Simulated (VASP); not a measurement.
# Mg (Fm-3m) in VASP: a series of runs, part 2 of 2

VASP 6.6.1.

## (4) Single point, PBE

This run uses another cell than the first one, of 22.61 Å³/atom, 1.176 times its volume.

Contents of INCAR:

```
SYSTEM = Mg
ALGO = Normal
EDIFF = 1E-6
ENCUT = 520
GGA = PE
ISIF = 2
ISMEAR = 0
LASPH = .True.
LCHARG = .True.
LELF = .True.
LREAL = .False.
LVHAR = .True.
LWAVE = .False.
NBANDS = 7
NELM = 100
PREC = Accurate
SIGMA = 0.05
```

Contents of KPOINTS:

```
k-points
0
Gamma
  14 14 14
  0 0 0
```

Contents of POSCAR:

```
Mg
1.0
    0.0000000000      2.2442560000      2.2442560000
    2.2442560000      0.0000000000      2.2442560000
    2.2442560000      2.2442560000      0.0000000000
Mg
1
Direct
    0.0000000000      0.0000000000      0.0000000000
```

Potentials or basis: VASP PAW PBE potentials, release 64 (Mg).

The run is started by

```console
cat potpaw_PBE.64/Mg/POTCAR > POTCAR
mpirun -np 1 vasp_std > vasp.out
```

OUTCAR:

```text
SYSTEM = Mg
   EDIFF = 1E-6
   ENCUT = 520
   GGA = PE
   ISIF = 2
   ISMEAR = 0
   LASPH = .True.
   LREAL = .False.
   NELM = 100
   PREC = Accurate

 ion  position               nearest neighbor table
   1  0.000  0.000  0.000-

  LATTYP: Found a face centered cubic cell.
 ALAT       =     4.4885120000

  Lattice vectors:

 A1 = (   0.0000000000,   2.2442560000,   2.2442560000)
 A2 = (   2.2442560000,   0.0000000000,   2.2442560000)
 A3 = (   2.2442560000,   2.2442560000,   0.0000000000)

Analysis of symmetry for initial positions (statically):
=====================================================================
 Subroutine PRICEL returns:
 Original cell was already a primitive cell.

 Routine SETGRP: Setting up the symmetry group for a
 face centered cubic supercell.

 Subroutine GETGRP returns: Found 48 space group operations
 (whereof 48 operations were pure point group operations)
 out of a pool of 48 trial point group operations.

The static configuration has the point symmetry O_h .

Analysis of symmetry for dynamics (positions and initial velocities):
=====================================================================
 Subroutine PRICEL returns:
 Original cell was already a primitive cell.

 Routine SETGRP: Setting up the symmetry group for a
 face centered cubic supercell.

 Subroutine GETGRP returns: Found 48 space group operations
 (whereof 48 operations were pure point group operations)
 out of a pool of 48 trial point group operations.

The dynamic configuration has the point symmetry O_h .

 Subroutine INISYM returns: Found 48 space group operations
 (whereof 48 operations are pure point group operations),
 and found     1 'primitive' translations

----------------------------------------------------------------------------------------

                                     Primitive cell

  volume of cell :      22.6072

  direct lattice vectors                    reciprocal lattice vectors
     0.000000000  2.244256000  2.244256000    -0.222790983  0.222790983  0.222790983
     2.244256000  0.000000000  2.244256000     0.222790983 -0.222790983  0.222790983
     2.244256000  2.244256000  0.000000000     0.222790983  0.222790983 -0.222790983

  length of vectors
     3.173857273  3.173857273  3.173857273     0.385885302  0.385885302  0.385885302

  position of ions in fractional coordinates (direct lattice)
     0.000000000  0.000000000  0.000000000

  ion indices of the primitive-cell ions
   primitive index   ion index
                 1           1

----------------------------------------------------------------------------------------

 KPOINTS: k-points

Automatic generation of k-mesh.
 Grid dimensions read from file:
 generate k-points for:   14   14   14

 Generating k-lattice:

  Cartesian coordinates                     Fractional coordinates (reciprocal lattice)
    -0.015913642  0.015913642  0.015913642     0.071428571  0.000000000  0.000000000
     0.015913642 -0.015913642  0.015913642     0.000000000  0.071428571  0.000000000
     0.015913642  0.015913642 -0.015913642     0.000000000  0.000000000  0.071428571

  Length of vectors
     0.027563236  0.027563236  0.027563236

  Shift w.r.t. Gamma in fractional coordinates (k-lattice)
     0.000000000  0.000000000  0.000000000

 Subroutine IBZKPT returns following result:
 ===========================================

 Found    104 irreducible k-points:

 Following reciprocal coordinates:
            Coordinates               Weight
  0.000000  0.000000  0.000000      1.000000
  0.071429  0.000000  0.000000      8.000000
  0.142857  0.000000  0.000000      8.000000
  0.214286  0.000000  0.000000      8.000000
  0.285714  0.000000  0.000000      8.000000
  0.357143  0.000000  0.000000      8.000000
[... 16 lines left out ...]
  0.214286  0.142857  0.000000     24.000000
  0.285714  0.142857  0.000000     24.000000
 [... further k-points ...]
   k-points           NKPTS =    104   k-points in BZ     NKDIM =    104   number of bands    NBANDS=      7
   number of dos      NEDOS =    301   number of ions     NIONS =      1
   total plane-waves  NPLWV =  13824
   dimension x,y,z NGX =    24 NGY =   24 NGZ =   24
   dimension x,y,z NGXF=    48 NGYF=   48 NGZF=   48
   ions per type =               1
   NGX,Y,Z   is equivalent  to a cutoff of  12.57, 12.57, 12.57 a.u.
   NGXF,Y,Z  is equivalent  to a cutoff of  25.14, 25.14, 25.14 a.u.
 SYSTEM =  Mg
   PREC   = accura    normal or accurate (medium, high low for compatibility)
   ISTART =      0    job   : 0-new  1-cont  2-samecut
   ICHARG =      2    charge: 1-file 2-atom 10-const
   ISPIN  =      1    spin polarized calculation?
   LNONCOLLINEAR =      F non collinear calculations
   LSORBIT =      F    spin-orbit coupling
   LASPH  =      T    aspherical Exc in radial PAW
   ENCUT  =  520.0 eV  38.22 Ry    6.18 a.u.   5.90  5.90  5.90*2*pi/ulx,y,z
   NELM   =    100;   NELMIN=  2; NELMDL= -5     # of ELM steps
   EDIFF  = 0.1E-05   stopping-criterion for ELM
   LREAL  =      F    real-space projection
   EDIFFG = 0.1E-04   stopping-criterion for IOM
   NSW    =      0    number of steps for IOM
   IBRION =     -1    ionic relax: 0-MD 1-quasi-New 2-CG
   NFREE  =      0    steps in history (QN), initial steepest desc. (CG)
   ISIF   =      2    stress and relaxation
   ISYM   =      2    0-nonsym 1-usesym 2-fastsym
   POTIM  = 0.5000    time-step for ionic-motion
   TEBEG  =    0.0;   TEEND  =   0.0 temperature during run
   PSTRESS=    0.0 pullay stress
   NELECT =       2.0000    total number of electrons
   NUPDOWN=      -1.0000    fix difference up-down
   EMIN   =  10.00;   EMAX   =-10.00  energy-range for DOS
   EFERMI =   0.00;   METHOD = LEGACY
   ISMEAR =     0;   SIGMA  =   0.05  broadening in eV -4-tet -1-fermi 0-gaus
   EFERMI_NEDOS =   21; number of points for ismear=-14 and -15
   IALGO  =     38    algorithm
   IMIX   =      4    mixing-type and parameters
     AMIX     =   0.40;   BMIX     =  1.00
     AMIX_MAG =   1.60;   BMIX_MAG =  1.00
  volume/ion in A,a.u.               =      22.61       152.56
  Fermi-wavevector in a.u.,A,eV,Ry     =   0.729462  1.378483  7.239854  0.532114
  Thomas-Fermi vector in A             =   1.821189
   LORBIT       =      0    0 simple, 1 ext, 2 COOP (PROOUT), +10 PAW based schemes
   GGA     = PE    functional components
   LHFCALC =     F    Hartree Fock is set to
   AEXX    =    0.0000 exact exchange contribution
   IVDW    =     0    specifies the selected vdW correction
   LEPSILON=     F    determine dielectric tensor
   LRPA    =     F    only Hartree local field effects (RPA)
 non-spin polarized calculation
 Gauss-broadening in eV      SIGMA  =   0.05
  energy-cutoff  :      520.00
  volume of cell :       22.61
 maximum number of plane-waves:       620
   NGX = 11   NGY = 11   NGZ = 11

 number of electron       2.0000000 magnetization

 Free energy of the ion-electron system (eV)
  ---------------------------------------------------
  ext. energy  EPLUGINS =         0.00000000
  ---------------------------------------------------
  free energy    TOTEN  =        -1.49730301 eV

  energy without entropy =       -1.49708947  energy(sigma->0) =       -1.49719624

 E-fermi :   2.6924     XC(G=0):  -8.5387

 val. band max:        2.6607947802   @ k =   0.5000   0.1429   0.0000
 cond. band min:       2.7517364113   @ k =  -0.4286   0.4286   0.0000
 fundamental gap:      0.0909416311
 Fermi energy:         2.6924427983

 k-point     1 :       0.0000    0.0000    0.0000
  band No.  band energies     occupation
      1      -4.2845      2.00000
      2      15.1576      0.00000
      3      15.1576      0.00000
      4      15.1576      0.00000
      5      17.1712      0.00000
      6      17.1712      0.00000
      7      17.1712      0.00000

 k-point     2 :       0.0714    0.0000    0.0000
  band No.  band energies     occupation
      1      -4.1698      2.00000
      2      13.4694      0.00000
      3      14.9054      0.00000
      4      14.9054      0.00000
      5      17.1471      0.00000
      6      17.6163      0.00000
      7      17.6163      0.00000
[... 201 lines left out ...]
 k-point    23 :       0.2143    0.1429    0.0000
  band No.  band energies     occupation
      1      -3.2577      2.00000
      2      10.5509      0.00000
      3      12.3539      0.00000
      4      13.0223      0.00000
      5      14.5651      0.00000
      6      16.0769      0.00000
      7      20.5771      0.00000

 k-point    24 :       0.2857    0.1429    0.0000
  band No.  band energies     occupation
      1      -2.6169      2.00000
      2       8.3713      0.00000
      3      12.0118      0.00000
      4      12.6868      0.00000
      5      13.7529      0.00000
      6      16.9536      0.00000
      7      20.1744      0.00000

 [... further k-points ...]
[... 5 lines left out ...]
  --------------------------------------------------------------------------------------
  -------------------------------------------------------------------------------------
  Total        0.1131885      0.1131885      0.1131885     -0.0000000     -0.0000000     -0.0000000
  in kB        8.0216849      8.0216849      8.0216849     -0.0000000     -0.0000000     -0.0000000
  external PRESSURE =       8.0216849 kB  Pullay stress =       0.0000000 kB

 VOLUME and BASIS-vectors are now :
 -----------------------------------------------------------------------------
  energy-cutoff  :      520.00
  volume of cell :       22.61
      direct lattice vectors                 reciprocal lattice vectors
     0.000000000  2.244256000  2.244256000    -0.222790983  0.222790983  0.222790983
     2.244256000  0.000000000  2.244256000     0.222790983 -0.222790983  0.222790983
     2.244256000  2.244256000  0.000000000     0.222790983  0.222790983 -0.222790983

 POSITION                                       TOTAL-FORCE (eV/Angst)
 -----------------------------------------------------------------------------------
      0.00000      0.00000      0.00000         0.000000      0.000000      0.000000
 -----------------------------------------------------------------------------------
    total drift:                               -0.000000      0.000000      0.000000

  FREE ENERGIE OF THE ION-ELECTRON SYSTEM (eV)
  ---------------------------------------------------
  free  energy   TOTEN  =        -1.4973030055 eV

  energy  without entropy=       -1.4970894658  energy(sigma->0) =       -1.49719624
```

OSZICAR:

```text
N       E                     dE             d eps       ncg     rms          rms(c)
DAV:   1    -0.739970904243E+00   -0.73997E+00   -0.84684E+02  1575   0.200E+02
DAV:   2    -0.150170436954E+01   -0.76173E+00   -0.71147E+00  1946   0.117E+01
DAV:   3    -0.150433593803E+01   -0.26316E-02   -0.26315E-02  1967   0.783E-01
DAV:   4    -0.150433812037E+01   -0.21823E-05   -0.21821E-05  2184   0.190E-02
DAV:   5    -0.150433812274E+01   -0.23667E-08   -0.27147E-08  1960   0.440E-04    0.644E-01
DAV:   6    -0.150098808656E+01    0.33500E-02   -0.39233E-04  1848   0.121E-01    0.411E-01
DAV:   7    -0.149729734320E+01    0.36907E-02   -0.15825E-03  1792   0.211E-01    0.233E-02
DAV:   8    -0.149730316794E+01   -0.58247E-05   -0.84173E-06  2205   0.167E-02    0.494E-03
DAV:   9    -0.149730300548E+01    0.16246E-06   -0.56596E-07  1918   0.306E-03
   1 F= -.14973030E+01 E0= -.14971962E+01  d E =-.213540E-03
```

It took 12 s on 1 thread of Intel Xeon Platinum 8259CL at 2.50GHz (Skylake/Cascade Lake), shared host; peak memory 0.14 GiB.

What came out:

| Item | Value |
| --- | --- |
| Free energy | -1.4973 eV |
| Pressure | 0.8 GPa |
| Band gap on the k mesh | zero (band 1 reaches 3.71 eV, above the bottom of band 2 at 1.42 eV) |

## (5) Single point, LDA

This run uses another cell than the first one, of 22.61 Å³/atom, 1.176 times its volume.

Contents of INCAR:

```
SYSTEM = Mg
ALGO = Normal
EDIFF = 1E-6
ENCUT = 520
GGA = CA
ISIF = 2
ISMEAR = 0
LASPH = .TRUE.
LCHARG = .FALSE.
LREAL = .FALSE.
LWAVE = .FALSE.
NBANDS = 7
NELM = 80
PREC = Accurate
SIGMA = 0.05
```

Contents of KPOINTS:

```
k-points
0
G
  14 14 14
  0 0 0
```

POSCAR is that of step 4.

Potentials or basis: VASP PAW LDA potentials, release 64 (Mg).

The run is started by

```console
cat potpaw_LDA.64/Mg/POTCAR > POTCAR
mpirun -np 1 vasp_std > vasp.out
```

Run time: 8.2 s. Hardware: 1 thread of Intel Xeon Platinum 8259CL at 2.50GHz (Skylake/Cascade Lake), shared host; peak memory 0.13 GiB.

The run converged. Its results:

| Property | Result |
| --- | --- |
| Free energy | -1.7965 eV |
| Pressure | -1.6 GPa |
| Band gap on the k mesh | zero (band 1 reaches 3.55 eV, above the bottom of band 2 at 1.22 eV) |

Levels at points of the mesh, in eV from the Fermi level:
```tsv
k point	band 1	band 2	band 3	band 4
(0.00, 0.00, 0.00)	-6.96	12.42	12.42	12.42
(0.50, 0.00, 0.00)	-1.68	-1.30	11.34	11.34
(0.50, 0.50, 0.00)	-0.20	0.81	6.17	6.97
```

## (6) Summary

```csv
level,potentials or basis,cell,gap on the mesh (eV),pressure (GPa)
PBE,"VASP PAW PBE potentials, release 64 (Mg)","a = 3.006 Å, angles 60.0°, 1 atom",none,9.5
PBE,"VASP PAW PBE potentials, release 64 (Mg)","a = 3.174 Å, angles 60.0°, 1 atom",none,0.8
LDA,"VASP PAW LDA potentials, release 64 (Mg)","a = 3.174 Å, angles 60.0°, 1 atom",none,-1.6
```

Alike in all rows: task single point; no spin polarisation; k mesh 14 × 14 × 14; cutoff (eV) 520; smearing gaussian 0.05 eV.

Total energies depend on the potentials used, so only differences within one code and one set of settings carry meaning.
